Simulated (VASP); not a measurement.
Write the native input for VASP 6.6.1 that does the following.

```yaml
Task: electric field gradients
Functional: PBEsol
Potentials_or_basis: VASP PAW PBE potentials, release 64 (Bi_d, Te)
Cutoff: 520 eV
k_mesh: 7 × 7 × 7
Occupations: fermi-dirac, width 0.08 eV
Spin: no spin polarisation
Dipole_correction: no
Further_INCAR_settings: ALGO = Normal; EDIFF = 1e-08; NBANDS = 32
```

The structure of Bi2Te3 lies in POSCAR:

```
Bi2Te3
1.0
    2.2501595557      1.3279228155     10.1829656501
   -2.1358415611      1.3059928099     10.1610356445
    0.0381670554     -2.4814305754     10.1530087054
Bi Te
2 3
Direct
    0.4000000000      0.4000000000      0.4000000000
    0.6000000000      0.6000000000      0.6000000000
    0.0000000000      0.0000000000      0.0000000000
    0.2095000000      0.2095000000      0.2095000000
    0.7905000000      0.7905000000      0.7905000000
```

This cell differs from its parent crystal: equal xy, yz and zx shear strains of +1 %.

One way to write it, as run:

INCAR

```
SYSTEM = Bi2Te3
PREC = Accurate
ENCUT = 520
EDIFF = 1E-8
ISMEAR = -1
SIGMA = 0.08
LREAL = .False.
LASPH = .True.
NELM = 100
ALGO = Normal
ISIF = 2
LWAVE = .False.
LCHARG = .False.
GGA = PS
LEFG = .True.
NBANDS = 32
KPAR = 4
```

KPOINTS

```
Automatic mesh
0
Gamma
  7 7 7
  0 0 0
```

Potentials or basis: VASP PAW PBE potentials, release 64 (Bi_d, Te).

Run with:

```bash
$ cat potpaw_PBE.64/Bi_d/POTCAR potpaw_PBE.64/Te/POTCAR > POTCAR
$ mpirun -np 4 vasp_std > vasp.out
```

Results of the run:

| Item | Value |
| --- | --- |
| Pressure | -0.6 GPa |
| Largest force | 0.122 eV/Å |
| Band gap on the k mesh | 0.22 eV |
| Largest electric field gradient by atom | Bi +36.0; Te +93.1, +16.7 (each value once) V/Å² |

Caveat: the cell differs from its parent crystal (equal xy, yz and zx shear strains of +1 %); without QUAD_EFG the Cq values of the log hold for a quadrupole moment of 1 mb, not for the nuclei; the PAW data sets were made with another functional, which shifts forces and pressure a little; spin-orbit coupling is left out, which moves the levels of the heavy elements.

It took 47 min on 4 MPI ranks on Oxide Virtual Turin-like Processor, with other jobs on the host, peak memory 1.5 GiB a rank.
